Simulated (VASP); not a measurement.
# Ge (I4_1/amd) in VASP: relaxation of the atoms with LDA

Aim: the relaxation of the atoms of Ge with LDA.

All numbers are computed with VASP 6.6.1; they aren't measurements. Logs are shortened: lines on timing, memory, paths and dates and some standing lists are left out, and cuts for length are marked.

## (1) The cell of the first run

The structure is tetragonal, space group I4_1/amd (No. 141). Conventional cell: a = 4.015 Å, b = 4.015 Å, c = 5.579 Å, α = 90.00°, β = 90.00°, γ = 90.00°. Within 3.2 Å of Ge (site symmetry -4m2) lie 4 Ge at 2.44 Å.

## (2) Relaxation of the atoms, LDA (strained cell)

INCAR reads:

```
PREC = Accurate
ENCUT = 520
EDIFF = 1E-6
ISMEAR = 0
SIGMA = 0.1
LREAL = False
LASPH = True
NELM = 60
ALGO = Normal
ISIF = 2
LWAVE = False
LCHARG = False
IBRION = 2
NSW = 60
EDIFFG = -0.002
```

KPOINTS reads:

```
regular mesh
0
Gamma
  12 12 12
```

POSCAR reads:

```
Ge
1.0
    0.0000000000      2.8389684436      2.7893365386
    2.8389684436      0.0000000000      2.7893365386
    2.8389684436      2.8389684436      0.0000000000
Ge
2
Direct
    0.0000000000      0.0000000000      0.0000000000
    0.2500000000      0.2500000000      0.2500000000
```

Potentials or basis: VASP PAW LDA potentials, release 64 (Ge_d).

Run with:

```bash
> cat potpaw_LDA.64/Ge_d/POTCAR > POTCAR
> mpirun -np 1 vasp_std > vasp.out
```

OUTCAR:

```text
PREC = Accurate
   ENCUT = 520
   EDIFF = 1E-6
   ISMEAR = 0
   LREAL = False
   LASPH = True
   NELM = 60
   ISIF = 2
   IBRION = 2
   NSW = 60
   EDIFFG = -0.002

 ion  position               nearest neighbor table
   1  0.000  0.000  0.000-   2 2.44   2 2.44   2 2.44   2 2.44
   2  0.250  0.250  0.250-   1 2.44   1 2.44   1 2.44   1 2.44

  LATTYP: Found a body centered tetragonal cell.
 ALAT       =     4.0149076761
 C/A-ratio  =     1.3894897535

  Lattice vectors:

 A1 = (   0.0000000000,  -2.8389684436,  -2.7893365386)
 A2 = (   0.0000000000,   2.8389684436,  -2.7893365386)
 A3 = (   2.8389684436,   0.0000000000,   2.7893365386)

Analysis of symmetry for initial positions (statically):
=====================================================================
 Subroutine PRICEL returns:
 Original cell was already a primitive cell.

 Routine SETGRP: Setting up the symmetry group for a
 body centered tetragonal supercell.

 Subroutine GETGRP returns: Found 16 space group operations
 (whereof  8 operations were pure point group operations)
 out of a pool of 16 trial point group operations.

The static configuration has the point symmetry D_2d.
 The point group associated with its full space group is D_4h.

Analysis of symmetry for dynamics (positions and initial velocities):
=====================================================================
 Subroutine PRICEL returns:
 Original cell was already a primitive cell.

 Routine SETGRP: Setting up the symmetry group for a
 body centered tetragonal supercell.

 Subroutine GETGRP returns: Found 16 space group operations
 (whereof  8 operations were pure point group operations)
 out of a pool of 16 trial point group operations.

The dynamic configuration has the point symmetry D_2d.
 The point group associated with its full space group is D_4h.

 Subroutine INISYM returns: Found 16 space group operations
 (whereof  8 operations are pure point group operations),
 and found     1 'primitive' translations

----------------------------------------------------------------------------------------

                                     Primitive cell

  volume of cell :      44.9627

  direct lattice vectors                    reciprocal lattice vectors
     0.000000000  2.838968444  2.789336539    -0.176120309  0.176120309  0.179254096
     2.838968444  0.000000000  2.789336539     0.176120309 -0.176120309  0.179254096
     2.838968444  2.838968444  0.000000000     0.176120309  0.176120309 -0.179254096

  length of vectors
     3.979967355  3.979967355  4.014907676     0.306869284  0.306869284  0.306869284

  position of ions in fractional coordinates (direct lattice)
     0.000000000  0.000000000  0.000000000
     0.250000000  0.250000000  0.250000000

  ion indices of the primitive-cell ions
   primitive index   ion index
                 1           1
                 2           2

----------------------------------------------------------------------------------------

 KPOINTS: regular mesh

Automatic generation of k-mesh.
 Grid dimensions read from file:
 generate k-points for:   12   12   12

 Generating k-lattice:

  Cartesian coordinates                     Fractional coordinates (reciprocal lattice)
    -0.014676692  0.014676692  0.014937841     0.083333333  0.000000000  0.000000000
     0.014676692 -0.014676692  0.014937841     0.000000000  0.083333333  0.000000000
     0.014676692  0.014676692 -0.014937841     0.000000000  0.000000000  0.083333333

  Length of vectors
     0.025572440  0.025572440  0.025572440

  Shift w.r.t. Gamma in fractional coordinates (k-lattice)
     0.000000000  0.000000000  0.000000000

 Subroutine IBZKPT returns following result:
 ===========================================

 Found    163 irreducible k-points:

 Following reciprocal coordinates:
            Coordinates               Weight
  0.000000  0.000000  0.000000      1.000000
  0.083333 -0.000000  0.000000      8.000000
  0.166667 -0.000000  0.000000      8.000000
  0.250000 -0.000000  0.000000      8.000000
  0.333333 -0.000000  0.000000      8.000000
  0.416667 -0.000000  0.000000      8.000000
[... 16 lines left out ...]
  0.500000  0.166667  0.000000      8.000000
 -0.416667  0.166667  0.000000      8.000000
 [... further k-points ...]
   k-points           NKPTS =    163   k-points in BZ     NKDIM =    163   number of bands    NBANDS=     18
   number of dos      NEDOS =    301   number of ions     NIONS =      2
   total plane-waves  NPLWV =  27000
   dimension x,y,z NGX =    30 NGY =   30 NGZ =   30
   dimension x,y,z NGXF=    60 NGYF=   60 NGZF=   60
   ions per type =               2
   NGX,Y,Z   is equivalent  to a cutoff of  12.53, 12.53, 12.42 a.u.
   NGXF,Y,Z  is equivalent  to a cutoff of  25.06, 25.06, 24.84 a.u.
 SYSTEM =  unknown system
   PREC   = accura    normal or accurate (medium, high low for compatibility)
   ISTART =      0    job   : 0-new  1-cont  2-samecut
   ICHARG =      2    charge: 1-file 2-atom 10-const
   ISPIN  =      1    spin polarized calculation?
   LNONCOLLINEAR =      F non collinear calculations
   LSORBIT =      F    spin-orbit coupling
   LASPH  =      T    aspherical Exc in radial PAW
   ENCUT  =  520.0 eV  38.22 Ry    6.18 a.u.   7.40  7.40  7.47*2*pi/ulx,y,z
   NELM   =     60;   NELMIN=  2; NELMDL= -5     # of ELM steps
   EDIFF  = 0.1E-05   stopping-criterion for ELM
   LREAL  =      F    real-space projection
   EDIFFG = -.2E-02   stopping-criterion for IOM
   NSW    =     60    number of steps for IOM
   IBRION =      2    ionic relax: 0-MD 1-quasi-New 2-CG
   NFREE  =      1    steps in history (QN), initial steepest desc. (CG)
   ISIF   =      2    stress and relaxation
   ISYM   =      2    0-nonsym 1-usesym 2-fastsym
   POTIM  = 0.5000    time-step for ionic-motion
   TEBEG  =    0.0;   TEEND  =   0.0 temperature during run
   PSTRESS=    0.0 pullay stress
   NELECT =      28.0000    total number of electrons
   NUPDOWN=      -1.0000    fix difference up-down
   EMIN   =  10.00;   EMAX   =-10.00  energy-range for DOS
   EFERMI =   0.00;   METHOD = LEGACY
   ISMEAR =     0;   SIGMA  =   0.10  broadening in eV -4-tet -1-fermi 0-gaus
   EFERMI_NEDOS =   21; number of points for ismear=-14 and -15
   IALGO  =     38    algorithm
   IMIX   =      4    mixing-type and parameters
     AMIX     =   0.40;   BMIX     =  1.00
     AMIX_MAG =   1.60;   BMIX_MAG =  1.00
  volume/ion in A,a.u.               =      22.48       151.71
  Fermi-wavevector in a.u.,A,eV,Ry     =   1.398010  2.641855 26.591647  1.954431
  Thomas-Fermi vector in A             =   2.521210
   LORBIT       =      0    0 simple, 1 ext, 2 COOP (PROOUT), +10 PAW based schemes
   GGA     = CA    functional components
   LHFCALC =     F    Hartree Fock is set to
   AEXX    =    0.0000 exact exchange contribution
   IVDW    =     0    specifies the selected vdW correction
   LEPSILON=     F    determine dielectric tensor
   LRPA    =     F    only Hartree local field effects (RPA)
 conjugate gradient relaxation of ions
 non-spin polarized calculation
 Gauss-broadening in eV      SIGMA  =   0.10
  energy-cutoff  :      520.00
  volume of cell :       44.96
 maximum number of plane-waves:      1235
 NGX is ok and might be reduce to    30
   NGX = 15   NGY = 15   NGZ = 15

 number of electron      28.0000024 magnetization

 Free energy of the ion-electron system (eV)
  ---------------------------------------------------
  ext. energy  EPLUGINS =         0.00000000
  ---------------------------------------------------
  free energy    TOTEN  =       -10.38814060 eV

  energy without entropy =      -10.38785643  energy(sigma->0) =      -10.38799851

 E-fermi :   4.8001     XC(G=0): -10.3216

 val. band max:        4.7471347630   @ k =   0.0000   0.0000   0.0000
 cond. band min:       4.8733056456   @ k =   0.5000  -0.0000   0.0000
 fundamental gap:      0.1261708827
 Fermi energy:         4.8001389877

 k-point     1 :       0.0000    0.0000    0.0000
  band No.  band energies     occupation
      1     -20.1605      2.00000
      2     -20.1559      2.00000
      3     -20.1559      2.00000
      4     -20.1211      2.00000
      5     -20.1192      2.00000
      6     -19.9084      2.00000
[... 10 lines left out ...]
     17       7.3522      0.00000
     18       7.3522      0.00000

 k-point     2 :       0.0833   -0.0000    0.0000
  band No.  band energies     occupation
      1     -20.1637      2.00000
      2     -20.1603      2.00000
      3     -20.1559      2.00000
      4     -20.1151      2.00000
      5     -20.1135      2.00000
      6     -19.9138      2.00000
[... 10 lines left out ...]
     17       7.5741      0.00000
     18       7.7198      0.00000

 k-point     3 :       0.1667   -0.0000    0.0000
  band No.  band energies     occupation
      1     -20.1712      2.00000
      2     -20.1679      2.00000
      3     -20.1531      2.00000
      4     -20.1030      2.00000
      5     -20.1019      2.00000
      6     -19.9244      2.00000
[... 10 lines left out ...]
     17       8.0333      0.00000
     18       8.8968      0.00000

 k-point     4 :       0.2500   -0.0000    0.0000
  band No.  band energies     occupation
      1     -20.1778      2.00000
      2     -20.1740      2.00000
      3     -20.1487      2.00000
      4     -20.0915      2.00000
      5     -20.0907      2.00000
      6     -19.9336      2.00000
[... 375 lines left out ...]
      4     -20.0729      2.00000
      5     -20.0548      2.00000
      6     -19.9815      2.00000
[... 10 lines left out ...]
     17       9.9359      0.00000
     18       9.9796      0.00000

 k-point    23 :       0.5000    0.1667    0.0000
  band No.  band energies     occupation
      1     -20.1999      2.00000
      2     -20.1831      2.00000
      3     -20.1205      2.00000
      4     -20.0638      2.00000
      5     -20.0583      2.00000
      6     -19.9745      2.00000
[... 10 lines left out ...]
     17       9.7037      0.00000
     18      11.0098      0.00000

 k-point    24 :      -0.4167    0.1667    0.0000
  band No.  band energies     occupation
      1     -20.2008      2.00000
      2     -20.1857      2.00000
      3     -20.1155      2.00000
      4     -20.0670      2.00000
      5     -20.0572      2.00000
      6     -19.9606      2.00000
[... 10 lines left out ...]
     17       9.4595      0.00000
     18      12.2133      0.00000

 [... further k-points ...]

------------------------ aborting loop because EDIFF is reached ----------------------------------------

  FORCE on cell =-STRESS in cart. coord.  units (eV):
  Direction    XX          YY          ZZ          XY          YZ          ZX
  --------------------------------------------------------------------------------------
  -------------------------------------------------------------------------------------
  Total       -0.3184138     -0.3184138      0.0352855      0.0000000     -0.0000000      0.0000000
  in kB      -11.3462003    -11.3462003      1.2573473      0.0000000     -0.0000000      0.0000000
  external PRESSURE =      -7.1450178 kB  Pullay stress =       0.0000000 kB

 VOLUME and BASIS-vectors are now :
 -----------------------------------------------------------------------------
  energy-cutoff  :      520.00
  volume of cell :       44.96
      direct lattice vectors                 reciprocal lattice vectors
     0.000000000  2.838968444  2.789336539    -0.176120309  0.176120309  0.179254096
     2.838968444  0.000000000  2.789336539     0.176120309 -0.176120309  0.179254096
     2.838968444  2.838968444  0.000000000     0.176120309  0.176120309 -0.179254096

 POSITION                                       TOTAL-FORCE (eV/Angst)
 -----------------------------------------------------------------------------------
      0.00000      0.00000      0.00000        -0.000000     -0.000000     -0.000000
      1.41948      1.41948      1.39467         0.000000      0.000000      0.000000
 -----------------------------------------------------------------------------------
    total drift:                                0.000000     -0.000000      0.000000

  FREE ENERGIE OF THE ION-ELECTRON SYSTEM (eV)
  ---------------------------------------------------
  free  energy   TOTEN  =       -10.3881405991 eV

  energy  without entropy=      -10.3878564255  energy(sigma->0) =      -10.38799851

 reached required accuracy - stopping structural energy minimisation
```

Run time: 2.3 min. Hardware: 1 thread of Oxide Virtual Turin-like, shared host; peak memory 0.19 GiB.

Results:

```
Free energy             : -10.3881 eV
Pressure after relaxing : -0.7 GPa
Band gap on the k mesh  : 0.13 eV (least direct gap 0.13 eV)
```

Stress tensor (GPa, compression positive):
```
-1.13  0.00  0.00
 0.00 -1.13  0.00
 0.00  0.00  0.13
```

Final structure:
```
Ge
1.0
     0.00000    2.83897    2.78934
     2.83897    0.00000    2.78934
     2.83897    2.83897    0.00000
Ge
2
Direct
  0.00000 0.00000 0.00000
  0.25000 0.25000 0.25000
```

Caveat: the cell differs from its parent crystal (strained cell); the relaxation stopped at its first step, so nothing moved. A k mesh can miss the band edges.
